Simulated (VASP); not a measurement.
# Mg (P6_3/mmc) in VASP: density of states with PBE

Aim: the density of states of Mg with PBE.

All numbers are computed with VASP 6.6.1; they aren't measurements. Logs are shortened: lines on timing, memory, paths and dates and some standing lists are left out, and cuts for length are marked.

## Step 1: The cell of the first run

Symmetry: P6_3/mmc, No. 194, hexagonal system. Conventional cell: a = 2.965 Å, b = 2.965 Å, c = 4.715 Å, α = 90.00°, β = 90.00°, γ = 120.00°. Mg (site symmetry -6m2) has 12 Mg at 2.91 to 2.97 Å within 3.8 Å.

## Step 2: Density of states, PBE

POSCAR reads:

```
Mg
1.0
    2.9650110000      0.0000000000      0.0000000000
   -1.4825060000      2.5677760000      0.0000000000
    0.0000000000      0.0000000000      4.7154770000
Mg
2
Direct
    0.3333300000      0.6666700000      0.2500000000
    0.6666600000      0.3333300000      0.7500000000
```

INCAR.step1 reads:

```
SYSTEM = Mg
PREC     = Accurate       ! precision mode
ENCUT    = 520            ! plane-wave cutoff, eV
EDIFF    = 1E-6           ! SCF threshold, eV
ISMEAR   = -1             ! smearing method
SIGMA    = 0.1            ! smearing width, eV
LREAL    = .FALSE.        ! projectors in reciprocal space
LASPH    = .TRUE.         ! aspherical terms in the spheres
NELM     = 100            ! most SCF steps
ALGO     = Normal         ! electronic algorithm
ISIF     = 2              ! what is computed and relaxed
LWAVE    = .FALSE.        ! write WAVECAR
LCHARG   = .TRUE.         ! write CHGCAR
GGA      = PE             ! functional
NBANDS   = 9              ! bands
```

KPOINTS.step1 reads:

```
Automatic mesh
0
G
  13 13 7
  0 0 0
```

INCAR.step2 reads:

```
SYSTEM = Mg
PREC     = Accurate       ! precision mode
ENCUT    = 520            ! plane-wave cutoff, eV
EDIFF    = 1E-6           ! SCF threshold, eV
ISMEAR   = -5             ! smearing method
SIGMA    = 0.1            ! smearing width, eV
LREAL    = .FALSE.        ! projectors in reciprocal space
LASPH    = .TRUE.         ! aspherical terms in the spheres
NELM     = 100            ! most SCF steps
ALGO     = Normal         ! electronic algorithm
ISIF     = 2              ! what is computed and relaxed
LWAVE    = .FALSE.        ! write WAVECAR
LCHARG   = .FALSE.        ! write CHGCAR
GGA      = PE             ! functional
LORBIT   = 10             ! projections on sites
NEDOS    = 1001           ! points of the DOS
ICHARG   = 11             ! starting density
```

KPOINTS.step2 reads:

```
Automatic mesh
0
G
  20 20 11
  0 0 0
```

Potentials or basis: VASP PAW PBE potentials, release 64 (Mg).

Started as:

```bash
$ cat potpaw_PBE.64/Mg/POTCAR > POTCAR
$ cp INCAR.step1 INCAR
$ cp KPOINTS.step1 KPOINTS
$ mpirun -np 1 vasp_std > vasp.out
$ cp INCAR.step2 INCAR
$ cp KPOINTS.step2 KPOINTS
$ mpirun -np 1 vasp_std > vasp.out
```

OUTCAR:

```text
SYSTEM = Mg
   PREC = Accurate
   ENCUT = 520
   EDIFF = 1E-6
   ISMEAR = -5
   LREAL = .FALSE.
   LASPH = .TRUE.
   NELM = 100
   ISIF = 2
   GGA = PE
   LORBIT = 10
   ICHARG = 11

 ion  position               nearest neighbor table
   1  0.333  0.667  0.250-   2 2.91   2 2.91   2 2.91   2 2.91   2 2.91   2 2.91
   2  0.667  0.333  0.750-   1 2.91   1 2.91   1 2.91   1 2.91   1 2.91   1 2.91

  LATTYP: Found a hexagonal cell.
 ALAT       =     2.9650110000
 C/A-ratio  =     1.5903742010

  Lattice vectors:

 A1 = (   2.9650110000,   0.0000000000,   0.0000000000)
 A2 = (  -1.4825060000,   2.5677760000,   0.0000000000)
 A3 = (   0.0000000000,   0.0000000000,   4.7154770000)

Analysis of symmetry for initial positions (statically):
=====================================================================
 Subroutine PRICEL returns:
 Original cell was already a primitive cell.

 Routine SETGRP: Setting up the symmetry group for a
 hexagonal supercell.

 Subroutine GETGRP returns: Found  8 space group operations
 (whereof  2 operations were pure point group operations)
 out of a pool of 24 trial point group operations.

The static configuration has the point symmetry C_2 .
 The point group associated with its full space group is D_2h.

Analysis of symmetry for dynamics (positions and initial velocities):
=====================================================================
 Subroutine PRICEL returns:
 Original cell was already a primitive cell.

 Routine SETGRP: Setting up the symmetry group for a
 hexagonal supercell.

 Subroutine GETGRP returns: Found  8 space group operations
 (whereof  2 operations were pure point group operations)
 out of a pool of 24 trial point group operations.

The dynamic configuration has the point symmetry C_2 .
 The point group associated with its full space group is D_2h.

 Subroutine INISYM returns: Found  8 space group operations
 (whereof  2 operations are pure point group operations),
 and found     1 'primitive' translations

----------------------------------------------------------------------------------------

                                     Primitive cell

  volume of cell :      35.9012

  direct lattice vectors                    reciprocal lattice vectors
     2.965011000  0.000000000  0.000000000     0.337266877  0.194721101  0.000000000
    -1.482506000  2.567776000  0.000000000     0.000000000  0.389442070  0.000000000
     0.000000000  0.000000000  4.715477000     0.000000000  0.000000000  0.212067623

[... 94 lines left out ...]
   TEBEG  =    0.0;   TEEND  =   0.0 temperature during run
   PSTRESS=    0.0 pullay stress
   NELECT =       4.0000    total number of electrons
   NUPDOWN=      -1.0000    fix difference up-down
   EMIN   =  10.00;   EMAX   =-10.00  energy-range for DOS
   EFERMI =   0.00;   METHOD = LEGACY
   ISMEAR =    -5;   SIGMA  =   0.10  broadening in eV -4-tet -1-fermi 0-gaus
   EFERMI_NEDOS =   21; number of points for ismear=-14 and -15
   IALGO  =     38    algorithm
   IMIX   =      4    mixing-type and parameters
     AMIX     =   0.40;   BMIX     =  1.00
     AMIX_MAG =   1.60;   BMIX_MAG =  1.00
  volume/ion in A,a.u.               =      17.95       121.14
  Fermi-wavevector in a.u.,A,eV,Ry     =   0.787756  1.488643  8.443228  0.620560
  Thomas-Fermi vector in A             =   1.892561
   LORBIT       =     10    0 simple, 1 ext, 2 COOP (PROOUT), +10 PAW based schemes
   GGA     = PE    functional components
   LHFCALC =     F    Hartree Fock is set to
   AEXX    =    0.0000 exact exchange contribution
   IVDW    =     0    specifies the selected vdW correction
   LEPSILON=     F    determine dielectric tensor
   LRPA    =     F    only Hartree local field effects (RPA)
 non-spin polarized calculation
 Fermi weights with tetrahedron method with Bloechl corrections
  energy-cutoff  :      520.00
  volume of cell :       35.90
 maximum number of plane-waves:      1002
 NGX is ok and might be reduce to    24

 number of electron       4.0000000 magnetization

 Free energy of the ion-electron system (eV)
  ---------------------------------------------------
  ext. energy  EPLUGINS =         0.00000000
  ---------------------------------------------------
  free energy    TOTEN  =        -2.64848820 eV

  energy without entropy =       -2.64848820  energy(sigma->0) =       -2.64848820

 E-fermi :   4.0888     XC(G=0):  -9.2870

 val. band max:        4.1907628739   @ k =   0.3000   0.3000   0.2727
 cond. band min:       3.9420788113   @ k =  -0.1000  -0.4500   0.4545
 fundamental gap:     -0.2486840626
 Fermi energy:         4.0887622991

 k-point     1 :       0.0000    0.0000    0.0000
  band No.  band energies     occupation
      1      -4.0025      2.00000
      2       2.0996      2.00000
      3       3.0322      2.00000
      4      16.2409      0.00000
      5      16.2415      0.00000
      6      16.8517      0.00000
[... 199 lines left out ...]
 k-point    24 :       0.1000    0.0500    0.0000
  band No.  band energies     occupation
      1      -3.6022      2.00000
      2       2.4527      2.00000
      3       3.4058      2.23369
      4      12.3971      0.00000
      5      13.5685      0.00000
      6      16.3138      0.00000

 [... further k-points ...]

------------------------ aborting loop because EDIFF is reached ----------------------------------------

  FORCE on cell =-STRESS in cart. coord.  units (eV):
  Direction    XX          YY          ZZ          XY          YZ          ZX
  --------------------------------------------------------------------------------------
  -------------------------------------------------------------------------------------
  Total        3.0622353      3.0610429      3.4773373     -0.0000006      0.0000000      0.0000000
  in kB      136.6595731    136.6063606    155.1844950     -0.0000266      0.0000000      0.0000000
  external PRESSURE =     142.8168096 kB  Pullay stress =       0.0000000 kB

 VOLUME and BASIS-vectors are now :
 -----------------------------------------------------------------------------
  energy-cutoff  :      520.00
  volume of cell :       35.90
      direct lattice vectors                 reciprocal lattice vectors
     2.965011000  0.000000000  0.000000000     0.337266877  0.194721101  0.000000000
    -1.482506000  2.567776000  0.000000000     0.000000000  0.389442070  0.000000000
     0.000000000  0.000000000  4.715477000     0.000000000  0.000000000  0.212067623

 POSITION                                       TOTAL-FORCE (eV/Angst)
 -----------------------------------------------------------------------------------
     -0.00002      1.71186      1.17887        -0.000000      0.000022      0.000000
      1.48249      0.85592      3.53661         0.000000     -0.000022     -0.000000
 -----------------------------------------------------------------------------------
    total drift:                                0.000000      0.000000     -0.000000

  FREE ENERGIE OF THE ION-ELECTRON SYSTEM (eV)
  ---------------------------------------------------
  free  energy   TOTEN  =        -2.6484882000 eV

  energy  without entropy=       -2.6484882000  energy(sigma->0) =       -2.64848820

 total charge

# of ion       s       p       d       tot
------------------------------------------
    1        0.224   0.178   0.019   0.420
    2        0.224   0.178   0.019   0.420
--------------------------------------------------
tot          0.447   0.356   0.038   0.840
```

OUTCAR.step1:

```text
SYSTEM = Mg
   PREC = Accurate
   ENCUT = 520
   EDIFF = 1E-6
   ISMEAR = -1
   LREAL = .FALSE.
[... 513 lines left out ...]
     -0.00002      1.71186      1.17887         0.000000     -0.000021      0.000000
      1.48249      0.85592      3.53661        -0.000000      0.000021      0.000000
 -----------------------------------------------------------------------------------
    total drift:                                0.000000      0.000000     -0.000000

  FREE ENERGIE OF THE ION-ELECTRON SYSTEM (eV)
  ---------------------------------------------------
  free  energy   TOTEN  =        -2.6554487607 eV

  energy  without entropy=       -2.6274330094  energy(sigma->0) =       -2.64144089
```

Wall time 77 s (1 thread of Intel Xeon Platinum 8375C at 2.90GHz (Ice Lake), shared host); peak memory 0.28 GiB.

Results:

| Quantity | Value |
| --- | --- |
| Valence electrons inside the program's atomic spheres | Mg 0.42 |

Levels at points of the mesh, in eV from the Fermi level:
```csv
k point,band 1,band 2,band 3,band 4,band 5,band 6
"(0.00, 0.00, 0.00)",-8.09,-1.99,-1.06,12.15,12.15,12.76
"(0.50, 0.00, 0.00)",-2.68,-2.47,3.09,3.13,4.19,4.31
"(0.00, 0.50, 0.00)",-2.68,-2.47,3.09,3.13,4.19,4.31
```

Caveat: tetrahedron occupations give inexact forces and stress in metals.
